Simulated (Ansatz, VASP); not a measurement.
Two plane-wave programs on CuH3

```
CELL_PARAMETERS angstrom
3.25552 0.02452 -0.01165
0.02452 3.19259 0.04525
-0.02330 0.09049 6.57081
ATOMIC_POSITIONS crystal
Cu 0.44662 0.50804 0.24715
Cu 0.51847 0.47039 0.73691
H 0.50160 0.46579 0.01225
H 0.48497 0.49180 0.52767
H 0.47700 0.01510 0.25643
H 0.56530 0.00817 0.74563
H 0.02004 0.45827 0.25238
H 0.98600 0.58243 0.72158
```

Change from the starting cell: cell x2, atoms moved at random (sigma 0.1 Å) and cell strained at random (1.5 %), then relaxed without symmetry.

Alike in both runs: task relaxation of cell and atoms; functional PBE; k mesh 6 × 6 × 4; occupations gaussian, width 0.2 eV; no spin polarisation.

|  | VASP | Ansatz |
| --- | --- | --- |
| version | VASP 6.6.1 | Ansatz 0.2.0 |
| potentials or method | VASP PAW PBE potentials, release 64 (Cu, H), cutoff 600 eV | scalar-relativistic, plane waves, PAW |
| valence electrons in the cell | 28 | 44 |

|  | VASP | Ansatz | Ansatz less VASP |
| --- | --- | --- | --- |
| gap on the k mesh at the Fermi level, each at its own relaxed structure (eV) | none | none | - |
| relaxed volume (Å³/atom) | 8.35 | 8.34 | -0.006 |
| relaxed cell length with the largest relative difference (Å) | 3.230 | 3.228 | -0.0026 |

A gap of «none» marks a metal or a gap that the smearing closes. VASP's potentials hold 28 valence electrons a cell and Ansatz's 44, so a difference there can come from the potentials and not from the codes.
